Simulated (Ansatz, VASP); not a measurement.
# Two plane-wave programs on TiO2

File POSCAR:

```
TiO2
1.0
    4.7807276338      0.0000000000      0.0000000000
    0.0000000000      4.7807276338      0.0000000000
    0.0000000000      0.0000000000      2.8917384034
Ti O
2 4
Direct
    0.0000000000      0.0000000000      0.0000000000
    0.5000000000      0.5000000000      0.5000000000
    0.3078137687      0.3078137687      0.0000000000
    0.1921862313      0.8078137687      0.5000000000
    0.8078137687      0.1921862313      0.5000000000
    0.6921862313      0.6921862313      0.0000000000
```

The input INCAR.step1:

```
ALGO = Normal ; EDIFF = 1E-4
ENCUT = 520 ; GGA = PE
ISMEAR = 0 ; LASPH = T
LCHARG = F ; LREAL = F
LWAVE = T ; NBANDS = 33
NELM = 100 ; PREC = Accurate
SIGMA = 0.01
```

File INCAR.step2:

```
ALGO = Normal ; EDIFF = 1E-6
ENCUT = 520 ; ISIF = 2
ISMEAR = 0 ; ISTART = 1
LASPH = T ; LCHARG = T
LELF = T ; LMIXTAU = T
LREAL = F ; LVHAR = T
LWAVE = F ; METAGGA = R2SCAN
NBANDS = 33 ; NELM = 100
PREC = Accurate ; SIGMA = 0.01
```

The input KPOINTS:

```
k-points
0
Gamma
  6 6 8
```

Input for Ansatz:

```yaml
crystal:
  lattice:
    - [4.7807276338, 0.0, 0.0]
    - [0.0, 4.7807276338, 0.0]
    - [0.0, 0.0, 2.8917384034]
  atoms:
    - { symbol: Ti, position: [0.0, 0.0, 0.0] }
    - { symbol: Ti, position: [0.5, 0.5, 0.5] }
    - { symbol: O, position: [0.3078137687, 0.3078137687, 0.0] }
    - { symbol: O, position: [0.1921862313, 0.8078137687, 0.5] }
    - { symbol: O, position: [0.8078137687, 0.1921862313, 0.5] }
    - { symbol: O, position: [0.6921862313, 0.6921862313, 0.0] }
kpoints:
  mp_grid: { grid: [6, 6, 8] }
  band_path:
    path:
      - [0.0, 0.0, 0.0]
      - [0.0, 0.5, 0.0]
      - [0.5, 0.5, 0.0]
      - [0.0, 0.0, 0.5]
      - [0.0, 0.5, 0.5]
      - [0.5, 0.5, 0.5]
      - [-0.09375, -0.09375, 0.0]
    npoints: 1
hamiltonian:
  xc: r2scan
scf:
  occupations: { method: fixed }
  n_extra_bands: 5
output:
  forces: true
  stress: true
  eigenvalues: true
  write_density: true
  write_potential: true
  elf: true
  volumetric_format: npy
```

Change from the starting cell: epitaxial_xy strain +4.0%.

Alike in both runs: task single point; functional r2SCAN; k mesh 6 × 6 × 8; no spin polarisation.

|  | VASP | Ansatz |
| --- | --- | --- |
| version | VASP 6.6.1 | Ansatz 0.2.0 |
| potentials or method | VASP PAW PBE potentials, release 64 (Ti_sv, O) | plane waves, PAW |
| plane-wave cutoff (eV) | 520 | 500 |
| occupations | gaussian, width 0.01 eV | fixed |
| valence electrons in the cell | 48 | 48 |

```tsv
	VASP	Ansatz	Ansatz less VASP
gap on the k mesh at the Fermi level (eV)	2.35	2.34	-0.010
pressure (GPa)	-7.4	-8.5	-1.10
traceless stress, the component that is largest in VASP (GPa)	9.08	8.47	-0.603
rms of the force components (eV/Å)	0.030	0.000	-0.0302
```

VASP's potentials were made for PBE, not for r2SCAN. Atom by atom the forces differ by 0.031 eV/Å (rms over components).
